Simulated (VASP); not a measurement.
Input of a VASP 6.6.1 run:

The input INCAR:

```
SYSTEM = Cr
ALGO     = Normal         ! electronic algorithm
EDIFF    = 1E-6           ! SCF threshold, eV
ENCUT    = 520            ! plane-wave cutoff, eV
GGA      = PE             ! functional
ISIF     = 2              ! what is computed and relaxed
ISMEAR   = -1             ! smearing method
ISPIN    = 2              ! spin polarisation
LASPH    = .TRUE.         ! aspherical terms in the spheres
LCHARG   = .FALSE.        ! write CHGCAR
LMAXMIX  = 4              ! l up to which the mixer works
LORBIT   = 11             ! projections on sites
LREAL    = .FALSE.        ! projectors in reciprocal space
LWAVE    = .FALSE.        ! write WAVECAR
MAGMOM   = 3 -1.5         ! initial moments
NBANDS   = 23             ! bands
NELM     = 150            ! most SCF steps
PREC     = Accurate       ! precision mode
SIGMA    = 0.05           ! smearing width, eV
```

The input KPOINTS:

```
k-points
0
G
  11 11 6
  0 0 0
```

File POSCAR:

```
Cr
1.0
    2.7140000000      0.0000000000      0.0000000000
   -1.3570000000      2.3503929459      0.0000000000
    0.0000000000      0.0000000000      4.4100000000
Cr
2
Direct
    0.6666666667      0.3333333333      0.7500000000
    0.3333333333      0.6666666667      0.2500000000
```

Potentials or basis: VASP PAW PBE potentials, release 64 (Cr_pv).

Command:

```sh
$ cat potpaw_PBE.64/Cr_pv/POTCAR > POTCAR
$ mpirun -np 1 vasp_std > vasp.out
```

Q: Predict the band gap on the k mesh.

A: Zero (filled and empty bands overlap).

Q: What does it give for the site moments?

A: Cr +1.71, +0.15 μB.

Q: Predict the pressure.

A: -22.6 GPa.

Stress tensor (GPa, compression positive):
```
-22.71   0.00   0.00
  0.00 -22.71   0.00
  0.00   0.00 -22.31
```
